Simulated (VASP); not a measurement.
A run of VASP 6.6.1 is set up as follows.

INCAR

```
PREC = Accurate
ENCUT = 600
EDIFF = 1E-6
ISMEAR = 0
SIGMA = 0.05
LREAL = F
LASPH = T
NELM = 120
ALGO = Normal
ISIF = 2
LWAVE = F
LCHARG = F
GGA = PS
NBANDS = 16
GGA_COMPAT = F
```

KPOINTS

```
Automatic mesh
0
Gamma
  12 12 6
```

Contents of POSCAR:

```
AlN
1.0
    3.1136926464      0.0000000000      0.0000000000
   -1.5568463232      2.6965369313      0.0000000000
    0.0000000000      0.0000000000      4.5847432227
Al N
2 2
Direct
    0.3333333333      0.6666666667      0.0015080761
    0.6666666667      0.3333333333      0.5015080761
    0.3333333333      0.6666666667      0.3834919239
    0.6666666667      0.3333333333      0.8834919239
```

Potentials or basis: VASP PAW PBE potentials, release 64 (Al, N).

Run with:

```sh
$ cat potpaw_PBE.64/Al/POTCAR potpaw_PBE.64/N/POTCAR > POTCAR
$ mpirun -np 1 vasp_std > vasp.out
```

Q: Predict the largest force.

A: 1.966 eV/Å.

Q: Estimate the band gap on the k mesh.

A: 4.57 eV.

Q: What does it give for the pressure?

A: 21.0 GPa.

Stress tensor (GPa, compression positive):
```
 6.64  0.00  0.00
 0.00  6.64  0.00
 0.00  0.00 49.65
```

Caveat: the cell differs from its parent crystal (strain +0.000 along x and y, -0.080 along z); the cell stands under pressure; the PAW data sets were made with another functional, which shifts forces and pressure a little. A k mesh can miss the band edges.
